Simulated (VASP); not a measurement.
# NaCl (P4/mmm) in VASP: further runs

NaCl is run at these levels: r2SCAN, PBE; tasks: single point.

Program: VASP 6.6.1. These are calculated values, not measurements. Logs are shortened: lines on timing, memory, paths and dates and some standing lists are left out, and cuts for length are marked.

## Step 1: The cell of the first run

The structure is tetragonal, space group P4/mmm (No. 123). Conventional cell: a = 3.460 Å, b = 3.460 Å, c = 3.292 Å, α = 90.00°, β = 90.00°, γ = 90.00°. Na (site symmetry 4/mmm) has 8 Cl at 2.95 Å and 6 Na at 3.29 to 3.46 Å within 3.9 Å. Cl (site symmetry 4/mmm) has 8 Na at 2.95 Å and 6 Cl at 3.29 to 3.46 Å within 3.9 Å.

## Step 2: Single point, r2SCAN (uniaxial x strain -4.8%)

The input, POSCAR:

```
NaCl
1.0
    3.2921038450      0.0000000000      0.0000000000
    0.0000000000      3.4595458649      0.0000000000
    0.0000000000      0.0000000000      3.4595458649
Na Cl
1 1
Direct
    0.0000000000      0.0000000000      0.0000000000
    0.5000000000      0.5000000000      0.5000000000
```

The input, INCAR.step1:

```
SYSTEM = NaCl
PREC = Accurate ; ENCUT = 520
ISMEAR = 0 ; SIGMA = 0.01
LREAL = .FALSE. ; LASPH = .TRUE.
NELM = 100 ; NBANDS = 14
GGA = PE ; ALGO = Normal
EDIFF = 1E-4 ; LWAVE = .TRUE.
LCHARG = .FALSE.
```

The input, INCAR.step2:

```
SYSTEM = NaCl
PREC = Accurate ; ENCUT = 520
EDIFF = 1E-7 ; ISMEAR = 0
SIGMA = 0.01 ; LREAL = .FALSE.
LASPH = .TRUE. ; NELM = 100
ALGO = Normal ; ISIF = 2
LWAVE = .FALSE. ; LCHARG = .TRUE.
METAGGA = R2SCAN ; LMIXTAU = .TRUE.
LELF = .TRUE. ; LVHAR = .TRUE.
NBANDS = 14 ; ISTART = 1
```

The input, KPOINTS:

```
Automatic mesh
0
G
  8 8 8
  0 0 0
```

Potentials or basis: VASP PAW PBE potentials, release 64 (Na_pv, Cl).

The run is started by

```bash
cat potpaw_PBE.64/Na_pv/POTCAR potpaw_PBE.64/Cl/POTCAR > POTCAR
cp INCAR.step1 INCAR
mpirun -np 1 vasp_std > vasp.out
cp INCAR.step2 INCAR
mpirun -np 1 vasp_std > vasp.out
```

OUTCAR:

```text
SYSTEM = NaCl
   PREC = Accurate
   ENCUT = 520
   EDIFF = 1E-7
   ISMEAR = 0
   LREAL = .FALSE.
   LASPH = .TRUE.
   NELM = 100
   ISIF = 2
   METAGGA = R2SCAN
   ISTART = 1

 ion  position               nearest neighbor table
   1  0.000  0.000  0.000-
   2  0.500  0.500  0.500-

  LATTYP: Found a simple tetragonal cell.
 ALAT       =     3.4595458649
 C/A-ratio  =     0.9516000000

  Lattice vectors:

 A1 = (   0.0000000000,   3.4595458649,   0.0000000000)
 A2 = (   0.0000000000,   0.0000000000,   3.4595458649)
 A3 = (   3.2921038450,   0.0000000000,   0.0000000000)

Analysis of symmetry for initial positions (statically):
=====================================================================
 Subroutine PRICEL returns:
 Original cell was already a primitive cell.

 Routine SETGRP: Setting up the symmetry group for a
 simple tetragonal supercell.

 Subroutine GETGRP returns: Found 16 space group operations
 (whereof 16 operations were pure point group operations)
 out of a pool of 16 trial point group operations.

The static configuration has the point symmetry D_4h.

Analysis of symmetry for dynamics (positions and initial velocities):
=====================================================================
 Subroutine PRICEL returns:
 Original cell was already a primitive cell.

 Routine SETGRP: Setting up the symmetry group for a
 simple tetragonal supercell.

 Subroutine GETGRP returns: Found 16 space group operations
 (whereof 16 operations were pure point group operations)
 out of a pool of 16 trial point group operations.

The dynamic configuration has the point symmetry D_4h.

 Subroutine INISYM returns: Found 16 space group operations
 (whereof 16 operations are pure point group operations),
 and found     1 'primitive' translations

----------------------------------------------------------------------------------------

                                     Primitive cell

  volume of cell :      39.4014

  direct lattice vectors                    reciprocal lattice vectors
     3.292103845  0.000000000  0.000000000     0.303757125  0.000000000  0.000000000
     0.000000000  3.459545865  0.000000000     0.000000000  0.289055280  0.000000000
     0.000000000  0.000000000  3.459545865     0.000000000  0.000000000  0.289055280

  length of vectors
     3.292103845  3.459545865  3.459545865     0.303757125  0.289055280  0.289055280

  position of ions in fractional coordinates (direct lattice)
     0.000000000  0.000000000  0.000000000
     0.500000000  0.500000000  0.500000000

  ion indices of the primitive-cell ions
   primitive index   ion index
                 1           1
                 2           2

----------------------------------------------------------------------------------------

 KPOINTS: Automatic mesh

Automatic generation of k-mesh.
 Grid dimensions read from file:
 generate k-points for:    8    8    8

 Generating k-lattice:

  Cartesian coordinates                     Fractional coordinates (reciprocal lattice)
     0.037969641  0.000000000  0.000000000     0.125000000  0.000000000  0.000000000
     0.000000000  0.036131910  0.000000000     0.000000000  0.125000000  0.000000000
     0.000000000  0.000000000  0.036131910     0.000000000  0.000000000  0.125000000

  Length of vectors
     0.037969641  0.036131910  0.036131910

  Shift w.r.t. Gamma in fractional coordinates (k-lattice)
     0.000000000  0.000000000  0.000000000

 Subroutine IBZKPT returns following result:
 ===========================================

 Found     75 irreducible k-points:

 Following reciprocal coordinates:
            Coordinates               Weight
  0.000000  0.000000  0.000000      1.000000
  0.125000  0.000000  0.000000      2.000000
  0.250000  0.000000  0.000000      2.000000
  0.375000  0.000000  0.000000      2.000000
  0.500000  0.000000  0.000000      1.000000
  0.000000  0.125000  0.000000      4.000000
[... 16 lines left out ...]
  0.250000  0.500000  0.000000      4.000000
  0.375000  0.500000  0.000000      4.000000
 [... further k-points ...]
   k-points           NKPTS =     75   k-points in BZ     NKDIM =     75   number of bands    NBANDS=     14
   number of dos      NEDOS =    301   number of ions     NIONS =      2
   total plane-waves  NPLWV =  18816
   dimension x,y,z NGX =    24 NGY =   28 NGZ =   28
   dimension x,y,z NGXF=    48 NGYF=   56 NGZF=   56
   ions per type =               1   1
   NGX,Y,Z   is equivalent  to a cutoff of  12.12, 13.46, 13.46 a.u.
   NGXF,Y,Z  is equivalent  to a cutoff of  24.24, 26.91, 26.91 a.u.
 SYSTEM =  NaCl
   PREC   = accura    normal or accurate (medium, high low for compatibility)
   ISTART =      1    job   : 0-new  1-cont  2-samecut
   ICHARG =      0    charge: 1-file 2-atom 10-const
   ISPIN  =      1    spin polarized calculation?
   LNONCOLLINEAR =      F non collinear calculations
   LSORBIT =      F    spin-orbit coupling
   LASPH  =      T    aspherical Exc in radial PAW
   ENCUT  =  520.0 eV  38.22 Ry    6.18 a.u.   6.12  6.43  6.43*2*pi/ulx,y,z
   NELM   =    100;   NELMIN=  2; NELMDL=  0     # of ELM steps
   EDIFF  = 0.1E-06   stopping-criterion for ELM
   LREAL  =      F    real-space projection
   EDIFFG = 0.1E-05   stopping-criterion for IOM
   NSW    =      0    number of steps for IOM
   IBRION =     -1    ionic relax: 0-MD 1-quasi-New 2-CG
   NFREE  =      0    steps in history (QN), initial steepest desc. (CG)
   ISIF   =      2    stress and relaxation
   ISYM   =      2    0-nonsym 1-usesym 2-fastsym
   POTIM  = 0.5000    time-step for ionic-motion
   TEBEG  =    0.0;   TEEND  =   0.0 temperature during run
   PSTRESS=    0.0 pullay stress
   NELECT =      14.0000    total number of electrons
   NUPDOWN=      -1.0000    fix difference up-down
   EMIN   =  10.00;   EMAX   =-10.00  energy-range for DOS
   EFERMI =   0.00;   METHOD = LEGACY
   ISMEAR =     0;   SIGMA  =   0.01  broadening in eV -4-tet -1-fermi 0-gaus
   EFERMI_NEDOS =   21; number of points for ismear=-14 and -15
   IALGO  =     38    algorithm
   IMIX   =      4    mixing-type and parameters
     AMIX     =   0.40;   BMIX     =  1.00
     AMIX_MAG =   1.60;   BMIX_MAG =  1.00
  volume/ion in A,a.u.               =      19.70       132.95
  Fermi-wavevector in a.u.,A,eV,Ry     =   1.159525  2.191185 18.293022  1.344499
  Thomas-Fermi vector in A             =   2.296117
   LORBIT       =      0    0 simple, 1 ext, 2 COOP (PROOUT), +10 PAW based schemes
   METAGGA = R2SCAN    functional components
   LHFCALC =     F    Hartree Fock is set to
   AEXX    =    0.0000 exact exchange contribution
   IVDW    =     0    specifies the selected vdW correction
   LEPSILON=     F    determine dielectric tensor
   LRPA    =     F    only Hartree local field effects (RPA)
 non-spin polarized calculation
 Gauss-broadening in eV      SIGMA  =   0.01
  energy-cutoff  :      520.00
  volume of cell :       39.40
 maximum number of plane-waves:      1076
   NGX = 13   NGY = 13   NGZ = 13

 number of electron      14.0000005 magnetization

 Free energy of the ion-electron system (eV)
  ---------------------------------------------------
  ext. energy  EPLUGINS =         0.00000000
  ---------------------------------------------------
  free energy    TOTEN  =       -13.43875963 eV

  energy without entropy =      -13.43875963  energy(sigma->0) =      -13.43875963

 E-fermi :   1.0221     XC(G=0):  -9.3157

 val. band max:        0.9249342409   @ k =   0.0000   0.5000   0.5000
 cond. band min:       5.7830203849   @ k =   0.0000   0.0000   0.0000
 fundamental gap:      4.8580861440
 Fermi energy:         1.0221156167

 k-point     1 :       0.0000    0.0000    0.0000
  band No.  band energies     occupation
      1     -22.1138      2.00000
      2     -22.1069      2.00000
      3     -22.1069      2.00000
      4     -13.6152      2.00000
      5      -0.0612      2.00000
      6      -0.0612      2.00000
      7       0.4353      2.00000
      8       5.7830      0.00000
      9       9.4971      0.00000
     10      10.0552      0.00000
     11      17.1134      0.00000
     12      17.9504      0.00000
     13      17.9504      0.00000
     14      18.1810      0.00000

 k-point     2 :       0.1250    0.0000    0.0000
  band No.  band energies     occupation
      1     -22.1240      2.00000
      2     -22.1059      2.00000
      3     -22.1059      2.00000
      4     -13.5409      2.00000
      5      -0.1826      2.00000
      6      -0.0131      2.00000
      7      -0.0131      2.00000
      8       6.2080      0.00000
      9       9.7001      0.00000
     10      10.6119      0.00000
     11      16.3544      0.00000
     12      16.3544      0.00000
     13      17.2622      0.00000
     14      18.3918      0.00000

 k-point     3 :       0.2500    0.0000    0.0000
  band No.  band energies     occupation
      1     -22.1486      2.00000
      2     -22.1035      2.00000
      3     -22.1035      2.00000
      4     -13.3525      2.00000
      5      -1.3689      2.00000
      6       0.1069      2.00000
      7       0.1069      2.00000
      8       7.0650      0.00000
      9      10.2950      0.00000
     10      11.5388      0.00000
     11      14.7478      0.00000
     12      14.7478      0.00000
     13      17.6496      0.00000
     14      17.6696      0.00000

 k-point     4 :       0.3750    0.0000    0.0000
  band No.  band energies     occupation
      1     -22.1730      2.00000
      2     -22.1011      2.00000
      3     -22.1011      2.00000
      4     -13.1493      2.00000
      5      -2.3366      2.00000
      6       0.2332      2.00000
      7       0.2332      2.00000
      8       8.0068      0.00000
      9      11.1993      0.00000
     10      11.4406      0.00000
     11      13.6490      0.00000
     12      13.6490      0.00000
     13      15.5080      0.00000
     14      18.1800      0.00000

 k-point     5 :       0.5000    0.0000    0.0000
  band No.  band energies     occupation
      1     -22.1831      2.00000
      2     -22.1001      2.00000
      3     -22.1001      2.00000
      4     -13.0602      2.00000
      5      -2.7008      2.00000
      6       0.2875      2.00000
      7       0.2875      2.00000
      8       8.5561      0.00000
      9      11.0069      0.00000
     10      11.8627      0.00000
     11      13.2603      0.00000
[... 276 lines left out ...]
 k-point    22 :       0.1250    0.5000    0.0000
  band No.  band energies     occupation
      1     -22.1523      2.00000
      2     -22.1189      2.00000
      3     -22.1016      2.00000
      4     -13.1407      2.00000
      5      -2.5811      2.00000
      6       0.1609      2.00000
      7       0.2356      2.00000
      8       9.1071      0.00000
      9      10.1543      0.00000
     10      12.5110      0.00000
     11      12.7656      0.00000
     12      13.2121      0.00000
     13      16.8103      0.00000
     14      17.2588      0.00000

 k-point    23 :       0.2500    0.5000    0.0000
  band No.  band energies     occupation
      1     -22.1466      2.00000
      2     -22.1405      2.00000
      3     -22.0995      2.00000
      4     -12.9930      2.00000
      5      -2.2985      2.00000
      6      -0.8534      2.00000
      7       0.3720      2.00000
      8       8.7080      0.00000
      9       9.9296      0.00000
     10      12.5642      0.00000
     11      13.4356      0.00000
     12      13.6701      0.00000
     13      15.3999      0.00000
     14      19.0524      0.00000

 k-point    24 :       0.3750    0.5000    0.0000
  band No.  band energies     occupation
      1     -22.1621      2.00000
      2     -22.1410      2.00000
      3     -22.0974      2.00000
      4     -12.8351      2.00000
      5      -1.9798      2.00000
      6      -1.7093      2.00000
      7       0.5160      2.00000
      8       7.4522      0.00000
      9      10.8112      0.00000
     10      12.8157      0.00000
     11      13.6962      0.00000
     12      13.8174      0.00000
     13      14.1808      0.00000
     14      20.1466      0.00000

 [... further k-points ...]
[... 5 lines left out ...]
  --------------------------------------------------------------------------------------
  -------------------------------------------------------------------------------------
  Total        1.1574830     -0.0464218     -0.0464218      0.0000000      0.0000000      0.0000000
  in kB       47.0666720     -1.8876466     -1.8876466      0.0000000      0.0000000      0.0000000
  external PRESSURE =      14.4304596 kB  Pullay stress =       0.0000000 kB

 VOLUME and BASIS-vectors are now :
 -----------------------------------------------------------------------------
  energy-cutoff  :      520.00
  volume of cell :       39.40
      direct lattice vectors                 reciprocal lattice vectors
     3.292103845  0.000000000  0.000000000     0.303757125  0.000000000  0.000000000
     0.000000000  3.459545865  0.000000000     0.000000000  0.289055280  0.000000000
     0.000000000  0.000000000  3.459545865     0.000000000  0.000000000  0.289055280

 POSITION                                       TOTAL-FORCE (eV/Angst)
 -----------------------------------------------------------------------------------
      0.00000      0.00000      0.00000         0.000000      0.000000      0.000000
      1.64605      1.72977      1.72977         0.000000      0.000000      0.000000
 -----------------------------------------------------------------------------------
    total drift:                                0.000000      0.000000     -0.000000

  FREE ENERGIE OF THE ION-ELECTRON SYSTEM (eV)
  ---------------------------------------------------
  free  energy   TOTEN  =       -13.4387596266 eV

  energy  without entropy=      -13.4387596266  energy(sigma->0) =      -13.43875963
```

It took 72 s on 1 thread of Intel Xeon Platinum 8488C (Sapphire Rapids), shared host; peak memory 0.17 GiB.

Results:

```yaml
Free_energy: -13.4388 eV
Pressure: 1.4 GPa
Band_gap_on_the_k_mesh: 4.86 eV (least direct gap 5.35 eV)
```

Stress tensor (GPa, compression positive):
```
 4.71  0.00  0.00
 0.00 -0.19  0.00
 0.00  0.00 -0.19
```

Levels at points of the mesh, in eV from the valence-band top:
| k point | band 4 | band 5 | band 6 | band 7 | band 8 | band 9 | band 10 | band 11 |
| --- | --- | --- | --- | --- | --- | --- | --- | --- |
| (0.00, 0.00, 0.00) | -14.54 | -0.99 | -0.99 | -0.49 | 4.86 | 8.57 | 9.13 | 16.19 |
| (0.50, 0.00, 0.00) | -13.99 | -3.63 | -0.64 | -0.64 | 7.63 | 10.08 | 10.94 | 12.34 |
| (0.00, 0.50, 0.00) | -14.12 | -3.61 | -0.74 | -0.27 | 7.77 | 9.77 | 11.04 | 12.20 |
| (0.50, 0.50, 0.00) | -13.69 | -2.96 | -2.76 | -0.35 | 6.05 | 10.42 | 12.03 | 12.45 |
| (0.00, 0.50, 0.50) | -13.83 | -2.91 | -2.91 | 0.00 | 5.80 | 10.95 | 12.39 | 12.39 |
| (0.50, 0.50, 0.50) | -13.38 | -2.56 | -2.36 | -2.36 | 7.49 | 7.49 | 7.52 | 13.44 |

Caveat: the cell differs from its parent crystal (uniaxial x strain -4.8%); the structure was generated, so it needn't be the stable form of NaCl; the PAW data sets were made with another functional, which shifts forces and pressure a little.

## Step 3: Single point, PBE (uniaxial x strain -4.8%)

The input, INCAR:

```
PREC     = Accurate       # precision mode
ENCUT    = 520            # plane-wave cutoff, eV
EDIFF    = 1E-6           # SCF threshold, eV
ISMEAR   = -1             # smearing method
SIGMA    = 0.02           # smearing width, eV
LREAL    = False          # projectors in reciprocal space
LASPH    = True           # aspherical terms in the spheres
NELM     = 100            # most SCF steps
ALGO     = Normal         # electronic algorithm
ISIF     = 2              # what is computed and relaxed
LWAVE    = False          # write WAVECAR
LCHARG   = False          # write CHGCAR
GGA      = PE             # functional
NBANDS   = 14             # bands
```

The input, KPOINTS:

```
regular mesh
0
Gamma
  8 8 8
```

POSCAR is that of step 2.

Potentials or basis: VASP PAW PBE potentials, release 64 (Na_pv, Cl).

The run is started by

```bash
cat potpaw_PBE.64/Na_pv/POTCAR potpaw_PBE.64/Cl/POTCAR > POTCAR
mpirun -np 1 vasp_std > vasp.out
```

It took 15 s on 1 thread of Intel Xeon Platinum 8488C (Sapphire Rapids), shared host; peak memory 0.16 GiB.

The run converged. Its results:

| Property | Result |
| --- | --- |
| Free energy | -6.4197 eV |
| Pressure | 2.9 GPa |
| Band gap on the k mesh | 4.01 eV (least direct gap 4.49 eV) |

Stress tensor (GPa, compression positive):
```
5.93 0.00 0.00
0.00 1.38 0.00
0.00 0.00 1.38
```

Levels at points of the mesh, in eV from the valence-band top:
```tsv
k point	band 4	band 5	band 6	band 7	band 8	band 9	band 10	band 11
(0.00, 0.00, 0.00)	-13.94	-0.95	-0.95	-0.48	4.01	8.00	8.52	15.47
(0.50, 0.00, 0.00)	-13.39	-3.59	-0.61	-0.61	6.86	9.10	10.22	11.57
(0.00, 0.50, 0.00)	-13.53	-3.58	-0.71	-0.25	6.99	8.80	10.30	11.43
(0.50, 0.50, 0.00)	-13.11	-2.90	-2.70	-0.33	5.37	9.68	11.11	11.53
(0.00, 0.50, 0.50)	-13.24	-2.85	-2.85	0.00	5.11	10.15	11.45	11.45
(0.50, 0.50, 0.50)	-12.81	-2.49	-2.29	-2.29	6.87	6.87	6.89	12.11
```

Caveat: the cell differs from its parent crystal (uniaxial x strain -4.8%); the structure was generated, so it needn't be the stable form of NaCl.
